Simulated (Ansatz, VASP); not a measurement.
## MnS: VASP beside Ansatz

File INCAR:

```
  PREC = Accurate
  ENCUT = 600
  EDIFF = 1E-6
  ISMEAR = -1
  SIGMA = 0.05
  LREAL = False
  LASPH = True
  NELM = 150
  ALGO = Normal
  ISIF = 3
  LWAVE = False
  LCHARG = False
  ISPIN = 2
  MAGMOM = 4 0
  LORBIT = 11
  LMAXMIX = 4
  GGA = PS
  IBRION = 2
  NSW = 60
  EDIFFG = -0.01
```

Contents of KPOINTS:

```
regular mesh
0
Gamma
  9 9 9
```

Contents of POSCAR:

```
MnS
1.0
    0.0000000000      2.4734634191      2.4734634191
    2.4734634191      0.0000000000      2.4734634191
    2.4734634191      2.4734634191      0.0000000000
Mn S
1 1
Direct
    0.0000000000      0.0000000000      0.0000000000
    0.7500000000      0.7500000000      0.7500000000
```

input.yaml

```yaml
crystal:
  lattice:
    - [0.0, 2.4734634191, 2.4734634191]
    - [2.4734634191, 0.0, 2.4734634191]
    - [2.4734634191, 2.4734634191, 0.0]
  atoms:
    - { symbol: Mn, position: [0.0, 0.0, 0.0], spin: 4.0 }
    - { symbol: S, position: [0.75, 0.75, 0.75] }
hamiltonian:
  xc: pbesol
  pseudopotentials: { kind: paw }
magnetization:
  spin_polarized: true
kpoints:
  mp_grid: { grid: [9, 9, 9] }
scf:
  occupations: { method: fermi_dirac, width: 0.05 }
output:
  forces: true
  stress: true
relax:
  f_tol: 0.01
  max_steps: 40
  cell: { stress_tol: 0.05 }
```

Alike in both runs: task relaxation of cell and atoms; functional PBEsol; k mesh 9 × 9 × 9; occupations fermi-dirac, width 0.05 eV; collinear spin.

|  | VASP | Ansatz |
| --- | --- | --- |
| version | VASP 6.6.1 | Ansatz 0.2.0 |
| potentials or method | VASP PAW PBE potentials, release 64 (Mn_pv, S) | Ansatz PAW |
| plane-wave cutoff (eV) | 600 | 420 |
| valence electrons in the cell | 19 | 21 |

VASP gave:

- net moment per atom (μB): 0.10
- size of the moment on the site where the two differ most (μB): 0.20
- relaxed volume (Å³/atom): 14.84
- relaxed cell length with the largest relative difference (Å): 3.475

Problem. Estimate Ansatz's values.

Solution. net moment per atom (μB): 0.11; size of the moment on the site where the two differ most (μB): 0.18; relaxed volume (Å³/atom): 14.82; relaxed cell length with the largest relative difference (Å): 3.473.

VASP's potentials were made for PBE, not for PBEsol. Site moments also hang on the region over which each program counts them. VASP's potentials hold 19 valence electrons a cell and Ansatz's 21, so a difference there can come from the potentials and not from the codes.

Noted on Ansatz's run: the plane-wave basis is chosen anew once the cell has moved, so the energies of steps on either side of that aren't comparable.
